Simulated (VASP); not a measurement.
A run of VASP 6.6.1 is set up as follows.

Contents of INCAR:

```
SYSTEM = C
PREC     = Accurate       ! precision mode
ENCUT    = 600            ! plane-wave cutoff, eV
EDIFF    = 1E-6           ! SCF threshold, eV
ISMEAR   = -1             ! smearing method
SIGMA    = 0.05           ! smearing width, eV
LREAL    = .False.        ! projectors in reciprocal space
LASPH    = .True.         ! aspherical terms in the spheres
NELM     = 80             ! most SCF steps
ALGO     = Normal         ! electronic algorithm
ISIF     = 3              ! what is computed and relaxed
LWAVE    = .False.        ! write WAVECAR
LCHARG   = .False.        ! write CHGCAR
GGA      = PS             ! functional
IBRION   = 2              ! ionic algorithm
NSW      = 60             ! ionic steps
EDIFFG   = -0.01          ! ionic threshold
```

The input KPOINTS:

```
regular mesh
0
Gamma
  12 12 3
  0 0 0
```

POSCAR

```
C
1.0
    2.5221000000      0.0000000000      0.0000000000
   -1.2610500000      2.1842026709      0.0000000000
    0.0000000000      0.0000000000     12.3557000000
C
12
Direct
    0.6666666667      0.3333333333      0.3541700000
    0.3333333333      0.6666666667      0.8541700000
    0.6666666667      0.3333333333      0.1458300000
    0.3333333333      0.6666666667      0.6458300000
    0.6666666667      0.3333333333      0.4791700000
    0.3333333333      0.6666666667      0.9791700000
    0.6666666667      0.3333333333      0.0208300000
    0.3333333333      0.6666666667      0.5208300000
    0.0000000000      0.0000000000      0.8125000000
    0.0000000000      0.0000000000      0.3125000000
    0.0000000000      0.0000000000      0.6875000000
    0.0000000000      0.0000000000      0.1875000000
```

Potentials or basis: VASP PAW PBE potentials, release 64 (C).

Run with:

```sh
$ cat potpaw_PBE.64/C/POTCAR > POTCAR
$ mpirun -np 1 vasp_std > vasp.out
```

(1) What does it give for the space group after relaxing (to 0.05 Å)?

(2) Predict the relaxed cell.

(3) Estimate the band gap on the k mesh.

Results:

(1) P6_3/mmc (No. 194).

(2) a = 2.509 Å, b = 2.509 Å, c = 12.372 Å, α = 90.00°, β = 90.00°, γ = 120.00°.

(3) 4.35 eV, indirect (least direct gap 5.35 eV).
